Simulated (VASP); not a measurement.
Set up this calculation in VASP 6.6.1, as the native input.

```yaml
Task: single point
Functional: PBEsol
Potentials_or_basis: VASP PAW PBE potentials, release 64 (Ba_sv)
Cutoff: 500 eV
k_mesh: 12 × 12 × 12
Occupations: gaussian, width 0.05 eV
Spin: no spin polarisation
Dipole_correction: no
Further_INCAR_settings: ALGO = Normal; EDIFF = 1e-06; NBANDS = 11
```

The structure of Ba lies in POSCAR:

```
Ba
1.0
   -2.5100000000      2.5100000000      2.5100000000
    2.5100000000     -2.5100000000      2.5100000000
    2.5100000000      2.5100000000     -2.5100000000
Ba
1
Direct
    0.0000000000      0.0000000000      0.0000000000
```

These files were run (other wordings do the same):

INCAR

```
SYSTEM = Ba
PREC = Accurate
ENCUT = 500
EDIFF = 1E-6
ISMEAR = 0
SIGMA = 0.05
LREAL = .FALSE.
LASPH = .TRUE.
NELM = 120
ALGO = Normal
ISIF = 2
LWAVE = .FALSE.
LCHARG = .FALSE.
GGA = PS
NBANDS = 11
GGA_COMPAT = .FALSE.
```

KPOINTS

```
Automatic mesh
0
G
  12 12 12
  0 0 0
```

Potentials or basis: VASP PAW PBE potentials, release 64 (Ba_sv).

Run with:

```console
$ cat potpaw_PBE.64/Ba_sv/POTCAR > POTCAR
$ mpirun -np 1 vasp_std > vasp.out
```

It gave:

```json
{"Pressure": "-0.6 GPa", "Band gap on the k mesh": "zero (bands 5 and 6 overlap by 1.05 eV)"}
```

Caveat: the PAW data sets were made with another functional, which shifts forces and pressure a little; spin-orbit coupling is left out, which moves the levels of the heavy elements.

Wall time 23 s on 1 thread of Intel(R) Xeon(R) Platinum 8375C CPU @ 2.90GHz (Ice Lake), with other jobs on the host, peak memory 0.19 GiB.
